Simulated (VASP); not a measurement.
# Nd2ScCl2 (P-3m1) in VASP: relaxation of cell and atoms with PBE

Aim: the relaxation of cell and atoms of Nd2ScCl2 with PBE.

Program: VASP 6.6.1. These are calculated values, not measurements. Logs are shortened: lines on timing, memory, paths and dates and some standing lists are left out, and cuts for length are marked.

**1. The cell of the first run**

Symmetry: P-3m1, No. 164, trigonal system. The conventional cell has a = 4.761 Å, b = 4.761 Å, c = 7.505 Å, α = 90.00°, β = 90.00°, γ = 120.00°. Nd (site symmetry 3m) has 4 Cl at 2.77 to 2.87 Å and 3 Sc at 3.70 Å and 3 Nd at 3.75 Å within 3.8 Å. Sc (site symmetry -3m) has 6 Cl at 3.50 Å and 6 Nd at 3.70 Å and 6 Sc at 4.76 Å within 4.8 Å. Within 3.6 Å of Cl (site symmetry 3m) lie 4 Nd at 2.77 to 2.87 Å and 3 Sc at 3.50 Å.

The cell was generated, and may not be a known phase.

**2. Relaxation of cell and atoms, PBE, collinear spin**

Contents of INCAR:

```
PREC = Accurate
ENCUT = 500
EDIFF = 1E-7
ISMEAR = 0
SIGMA = 0.1
LREAL = False
LASPH = True
NELM = 200
ALGO = Normal
ISIF = 3
LWAVE = False
LCHARG = False
ISPIN = 2
MAGMOM = 0 0 0.54 0 0
LORBIT = 11
LMAXMIX = 6
GGA = PE
IBRION = 2
NSW = 100
EDIFFG = -0.01
GGA_COMPAT = False
NELMIN = 4
KPAR = 4
```

Contents of KPOINTS:

```
Automatic mesh
0
Gamma
  12 12 6
```

Contents of POSCAR:

```
Nd2ScCl2
1.0
    4.7605567842      0.0000000000      0.0000000000
   -2.3802783921      4.1227631113      0.0000000000
    0.0000000000      0.0000000000      7.5053614728
Nd Sc Cl
2 1 2
Direct
    0.3333333333      0.6666666667      0.6701672290
    0.6666666667      0.3333333333      0.3298327710
    0.0000000000      0.0000000000      0.0000000000
    0.3333333333      0.6666666667      0.2882267674
    0.6666666667      0.3333333333      0.7117732326
```

Potentials or basis: VASP PAW PBE potentials, release 64 (Nd_3, Sc_sv, Cl), 4f in core.

The run is started by

```
$ cat potpaw_PBE.64/Nd_3/POTCAR potpaw_PBE.64/Sc_sv/POTCAR potpaw_PBE.64/Cl/POTCAR > POTCAR
$ mpirun -np 4 vasp_std > vasp.out
```

OUTCAR:

```text
PREC = Accurate
   ENCUT = 500
   EDIFF = 1E-7
   ISMEAR = 0
   LREAL = False
   LASPH = True
   NELM = 200
   ISIF = 3
   ISPIN = 2
   LORBIT = 11
   GGA = PE
   IBRION = 2
   NSW = 100
   EDIFFG = -0.01
   NELMIN = 4

 ion  position               nearest neighbor table
   1  0.333  0.667  0.670-   5 2.77   5 2.77   5 2.77   4 2.87   2 3.75   2 3.75   2 3.75
   2  0.667  0.333  0.330-   4 2.77   4 2.77   4 2.77   5 2.87   1 3.75   1 3.75   1 3.75
   3  0.000  0.000  0.000-
   4  0.333  0.667  0.288-   2 2.77   2 2.77   2 2.77   1 2.87
   5  0.667  0.333  0.712-   1 2.77   1 2.77   1 2.77   2 2.87

  LATTYP: Found a hexagonal cell.
 ALAT       =     4.7605567842
 C/A-ratio  =     1.5765721980

  Lattice vectors:

 A1 = (   4.7605567842,   0.0000000000,   0.0000000000)
 A2 = (  -2.3802783921,   4.1227631113,   0.0000000000)
 A3 = (   0.0000000000,   0.0000000000,   7.5053614728)

Analysis of symmetry for initial positions (statically):
=====================================================================
 Subroutine PRICEL returns:
 Original cell was already a primitive cell.

 Routine SETGRP: Setting up the symmetry group for a
 hexagonal supercell.

 Subroutine GETGRP returns: Found 12 space group operations
 (whereof 12 operations were pure point group operations)
 out of a pool of 24 trial point group operations.

The static configuration has the point symmetry D_3d.

Analysis of symmetry for dynamics (positions and initial velocities):
=====================================================================
 Subroutine PRICEL returns:
 Original cell was already a primitive cell.

 Routine SETGRP: Setting up the symmetry group for a
 hexagonal supercell.

 Subroutine GETGRP returns: Found 12 space group operations
 (whereof 12 operations were pure point group operations)
 out of a pool of 24 trial point group operations.

The dynamic configuration has the point symmetry D_3d.

Analysis of structural, dynamic, and magnetic symmetry:
=====================================================================
 Subroutine PRICEL returns:
 Original cell was already a primitive cell.

 Routine SETGRP: Setting up the symmetry group for a
 hexagonal supercell.

 Subroutine GETGRP returns: Found 12 space group operations
 (whereof 12 operations were pure point group operations)
 out of a pool of 24 trial point group operations.

The overall configuration has the point symmetry D_3d.

 Subroutine INISYM returns: Found 12 space group operations
 (whereof 12 operations are pure point group operations),
 and found     1 'primitive' translations

----------------------------------------------------------------------------------------

                                     Primitive cell

  volume of cell :     147.3051

  direct lattice vectors                    reciprocal lattice vectors
     4.760556784  0.000000000  0.000000000     0.210059463  0.121277887  0.000000000
    -2.380278392  4.122763111  0.000000000     0.000000000  0.242555775  0.000000000
     0.000000000  0.000000000  7.505361473     0.000000000  0.000000000  0.133238086

  length of vectors
     4.760556784  4.760556784  7.505361473     0.242555775  0.242555775  0.133238086

  position of ions in fractional coordinates (direct lattice)
     0.333333333  0.666666667  0.670167229
     0.666666667  0.333333333  0.329832771
     0.000000000  0.000000000  0.000000000
     0.333333333  0.666666667  0.288226767
     0.666666667  0.333333333  0.711773233

  ion indices of the primitive-cell ions
   primitive index   ion index
                 1           1
                 2           2
                 3           3
                 4           4
                 5           5

----------------------------------------------------------------------------------------

 KPOINTS: Automatic mesh

Automatic generation of k-mesh.
 Grid dimensions read from file:
 generate k-points for:   12   12    6

 Generating k-lattice:

  Cartesian coordinates                     Fractional coordinates (reciprocal lattice)
     0.017504955  0.010106491  0.000000000     0.083333333  0.000000000  0.000000000
     0.000000000  0.020212981  0.000000000     0.000000000  0.083333333  0.000000000
     0.000000000  0.000000000  0.022206348     0.000000000  0.000000000  0.166666667

  Length of vectors
     0.020212981  0.020212981  0.022206348

  Shift w.r.t. Gamma in fractional coordinates (k-lattice)
     0.000000000  0.000000000  0.000000000

 Subroutine IBZKPT returns following result:
 ===========================================

 Found    100 irreducible k-points:

 Following reciprocal coordinates:
            Coordinates               Weight
  0.000000  0.000000  0.000000      1.000000
  0.083333  0.000000  0.000000      6.000000
  0.166667  0.000000  0.000000      6.000000
  0.250000  0.000000  0.000000      6.000000
  0.333333  0.000000  0.000000      6.000000
  0.416667  0.000000  0.000000      6.000000
[... 16 lines left out ...]
  0.166667  0.000000  0.166667      6.000000
  0.000000  0.166667  0.166667      6.000000
 [... further k-points ...]
   k-points           NKPTS =    100   k-points in BZ     NKDIM =    100   number of bands    NBANDS=     28
   number of dos      NEDOS =    301   number of ions     NIONS =      5
   total plane-waves  NPLWV =  72576
   dimension x,y,z NGX =    36 NGY =   36 NGZ =   56
   dimension x,y,z NGXF=    72 NGYF=   72 NGZF=  112
   ions per type =               2   1   2
   NGX,Y,Z   is equivalent  to a cutoff of  12.57, 12.57, 12.40 a.u.
   NGXF,Y,Z  is equivalent  to a cutoff of  25.14, 25.14, 24.81 a.u.
 SYSTEM =  unknown system
   PREC   = accura    normal or accurate (medium, high low for compatibility)
   ISTART =      0    job   : 0-new  1-cont  2-samecut
   ICHARG =      2    charge: 1-file 2-atom 10-const
   ISPIN  =      2    spin polarized calculation?
   LNONCOLLINEAR =      F non collinear calculations
   LSORBIT =      F    spin-orbit coupling
   LASPH  =      T    aspherical Exc in radial PAW
   ENCUT  =  500.0 eV  36.75 Ry    6.06 a.u.   8.68  8.68 13.68*2*pi/ulx,y,z
   NELM   =    200;   NELMIN=  4; NELMDL= -5     # of ELM steps
   EDIFF  = 0.1E-06   stopping-criterion for ELM
   LREAL  =      F    real-space projection
   EDIFFG = -.1E-01   stopping-criterion for IOM
   NSW    =    100    number of steps for IOM
   IBRION =      2    ionic relax: 0-MD 1-quasi-New 2-CG
   NFREE  =      1    steps in history (QN), initial steepest desc. (CG)
   ISIF   =      3    stress and relaxation
   ISYM   =      2    0-nonsym 1-usesym 2-fastsym
   POTIM  = 0.5000    time-step for ionic-motion
   TEBEG  =    0.0;   TEEND  =   0.0 temperature during run
   PSTRESS=    0.0 pullay stress
   NELECT =      47.0000    total number of electrons
   NUPDOWN=      -1.0000    fix difference up-down
   EMIN   =  10.00;   EMAX   =-10.00  energy-range for DOS
   EFERMI =   0.00;   METHOD = LEGACY
   ISMEAR =     0;   SIGMA  =   0.10  broadening in eV -4-tet -1-fermi 0-gaus
   EFERMI_NEDOS =   21; number of points for ismear=-14 and -15
   IALGO  =     38    algorithm
   IMIX   =      4    mixing-type and parameters
     AMIX     =   0.40;   BMIX     =  1.00
     AMIX_MAG =   1.60;   BMIX_MAG =  1.00
  volume/ion in A,a.u.               =      29.46       198.81
  Fermi-wavevector in a.u.,A,eV,Ry     =   1.118669  2.113978 17.026602  1.251420
  Thomas-Fermi vector in A             =   2.255302
   LORBIT       =     11    0 simple, 1 ext, 2 COOP (PROOUT), +10 PAW based schemes
   GGA     = PE    functional components
   LHFCALC =     F    Hartree Fock is set to
   AEXX    =    0.0000 exact exchange contribution
   IVDW    =     0    specifies the selected vdW correction
   LEPSILON=     F    determine dielectric tensor
   LRPA    =     F    only Hartree local field effects (RPA)
 conjugate gradient relaxation of ions
 spin polarized calculation
 Gauss-broadening in eV      SIGMA  =   0.10
  energy-cutoff  :      500.00
  volume of cell :      147.31
 maximum number of plane-waves:      3768
 NGX is ok and might be reduce to    36
   NGX = 17   NGY = 17   NGZ = 27

--------------------------------------- Ionic step        1  -------------------------------------------

 number of electron      46.9999999 magnetization       1.1216016

 Free energy of the ion-electron system (eV)
  ---------------------------------------------------
  ext. energy  EPLUGINS =         0.00000000
  ---------------------------------------------------
  free energy    TOTEN  =       -22.17283918 eV

  energy without entropy =      -22.14589636  energy(sigma->0) =      -22.15936777

------------------------ aborting loop because EDIFF is reached ----------------------------------------

  FORCE on cell =-STRESS in cart. coord.  units (eV):
  Direction    XX          YY          ZZ          XY          YZ          ZX
  --------------------------------------------------------------------------------------
  -------------------------------------------------------------------------------------
  Total        0.1585191      0.1585191      0.0229893     -0.0000000      0.0000000     -0.0000000
  in kB        1.7241474      1.7241474      0.2500452     -0.0000000      0.0000000     -0.0000000
  external PRESSURE =       1.2327800 kB  Pullay stress =       0.0000000 kB
[... 180 lines left out ...]
  energy  without entropy=      -22.1465276164  energy(sigma->0) =      -22.15990599

--------------------------------------- Ionic step        6  -------------------------------------------

 number of electron      46.9999997 magnetization       1.1209833

 Free energy of the ion-electron system (eV)
  ---------------------------------------------------
  ext. energy  EPLUGINS =         0.00000000
  ---------------------------------------------------
  free energy    TOTEN  =       -22.17331881 eV

  energy without entropy =      -22.14650876  energy(sigma->0) =      -22.15991379

 E-fermi :   4.0810     XC(G=0):  -9.1919

 val. band max:        4.0780154393   @ k =   0.3333   0.0000   0.3333
 cond. band min:       4.0817012784   @ k =   0.0833   0.0000   0.3333
 fundamental gap:      0.0036858391
 Fermi energy:         4.0809755745

 spin component 1

 k-point     1 :       0.0000    0.0000    0.0000
  band No.  band energies     occupation
      1     -46.5923      1.00000
      2     -34.4051      1.00000
      3     -34.3507      1.00000
      4     -25.2306      1.00000
      5     -25.2306      1.00000
      6     -25.1835      1.00000
[... 733 lines left out ...]
     27       5.0565      0.00000
     28       5.3278      0.00000

 [... further k-points ...]

 spin component 2

 k-point     1 :       0.0000    0.0000    0.0000
  band No.  band energies     occupation
      1     -46.1615      1.00000
      2     -34.3850      1.00000
      3     -34.3306      1.00000
      4     -24.7961      1.00000
      5     -24.7686      1.00000
      6     -24.7686      1.00000
[... 767 lines left out ...]
  FREE ENERGIE OF THE ION-ELECTRON SYSTEM (eV)
  ---------------------------------------------------
  free  energy   TOTEN  =       -22.1733188118 eV

  energy  without entropy=      -22.1465087611  energy(sigma->0) =      -22.15991379

 reached required accuracy - stopping structural energy minimisation

 total charge

# of ion       s       p       d       tot
------------------------------------------
    1        2.068   5.812   1.004   8.885
    2        2.068   5.812   1.004   8.885
    3        2.294   5.990   0.971   9.255
    4        1.607   3.506   0.000   5.114
    5        1.607   3.506   0.000   5.114
--------------------------------------------------
tot          9.646  24.627   2.980  37.253

 magnetization (x)

# of ion       s       p       d       tot
------------------------------------------
    1        0.006   0.006   0.030   0.042
    2        0.006   0.006   0.030   0.042
    3        0.009   0.017   0.486   0.512
    4        0.001  -0.000   0.000   0.001
    5        0.001  -0.000   0.000   0.001
--------------------------------------------------
tot          0.024   0.028   0.545   0.598
```

Run time: 14 min. Hardware: 4 MPI ranks of Intel Xeon Platinum 8488C (Sapphire Rapids), shared host; peak memory 0.77 GiB.

Results:

* Free energy: -22.1733 eV
* Relaxed volume: 29.56 Å³/atom
* Relaxed cell: a = 4.768 Å, b = 4.768 Å, c = 7.508 Å, α = 90.00°, β = 90.00°, γ = 120.00°
* Space group after relaxing (to 0.1 Å): P-3m1 (No. 164)
* Energy gained by relaxing: 0.1 meV/atom
* Ionic steps: 6
* Pressure after relaxing: 0.0 GPa
* Largest force after relaxing: 0.004 eV/Å
* Net moment: 1.12 μB per cell
* Site moments: Nd +0.04; Sc +0.51; Cl +0.00 μB
* Valence electrons inside the program's atomic spheres: Nd 8.88; Sc 9.26; Cl 5.11

Forces in eV/Å, atoms in the order of the input:
```
Nd   0.000  0.000  0.000
Nd   0.000  0.000  0.000
Sc   0.000  0.000  0.000
Cl   0.000  0.000  0.004
Cl   0.000  0.000 -0.004
```

The path:
```csv
step,energy change (eV),largest force (eV/Å),pressure (GPa),volume (Å³)
1,0.0000,0.0353,0.12,147.31
2,-0.0004,0.0216,-0.01,147.79
3,-0.0004,0.0199,-0.03,147.85
4,-0.0004,0.0104,-0.01,147.80
5,-0.0004,0.0036,0.01,147.75
6,-0.0005,0.0039,0.01,147.80
```

Final structure:
```xyz
5
Lattice="4.7676 0.0000 0.0000 -2.3838 4.1289 0.0000 0.0000 0.0000 7.5083" Properties=species:S:1:pos:R:3 pbc="T T T"
Nd    0.0000    2.7526    5.0270
Nd    2.3838    1.3763    2.4813
Sc    0.0000    0.0000    7.5083
Cl    0.0000    2.7526    2.1675
Cl    2.3838    1.3763    5.3408
```

Caveat: the magnetic or orbital state may not be the lowest; spin-orbit coupling is left out, which moves the levels of the heavy elements; the 4f electrons are frozen in the core, so they carry no moment and show no levels. With open d or f shells a metallic result of PBE can be an artefact of self-interaction; +U or a hybrid may open a gap.
